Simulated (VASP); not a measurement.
# BN: single point with LDA

The system is BN.

```
B N
1.0
     2.48815    0.00000    0.00000
    -1.24407    2.15480    0.00000
     0.00000    0.00000    6.34005
B N
2 2
Direct
  0.33333 0.66667 0.25000
  0.66667 0.33333 0.75000
  0.33333 0.66667 0.75000
  0.66667 0.33333 0.25000
```

This cell differs from its parent crystal: volume 8.498 Å^3 an atom, c/a of the conventional cell 2.5481.

| Property | Result |
| --- | --- |
| Program | VASP 6.6.1 |
| Task | single point |
| Functional | LDA |
| Potentials or basis | VASP PAW LDA potentials, release 64 (B, N) |
| Cutoff | 520 eV |
| k mesh | 12 × 12 × 4 |
| Occupations | gaussian, width 0.05 eV |
| Spin | no spin polarisation |
| Dipole correction | no |
| Further INCAR settings | ALGO = Normal; EDIFF = 1e-06; NBANDS = 16 |

| Quantity | Value |
| --- | --- |
| Pressure | 1.0 GPa |
| Band gap on the k mesh | 4.00 eV, indirect (least direct gap 4.38 eV) |

Stress tensor (GPa, compression positive):
```
1.23 0.00 0.00
0.00 1.23 0.00
0.00 0.00 0.59
```

Levels at points of the mesh, in eV from the valence-band top:
```csv
k point,band 6,band 7,band 8,band 9,band 10,band 11
"(0.00, 0.00, 0.00)",-1.37,-1.31,-1.31,5.24,10.64,11.52
"(0.50, 0.00, 0.00)",-4.14,-1.71,-0.39,4.00,5.75,9.65
"(0.00, 0.00, 0.50)",-1.34,-1.34,-1.34,7.95,7.95,11.61
"(0.50, 0.00, 0.50)",-4.19,-1.01,-1.01,4.54,4.54,10.09
```

Run time: 34 s on 1 thread of AMD EPYC 7R13 (shared host), peak memory 0.11 GiB.

 A k mesh can miss the band edges.
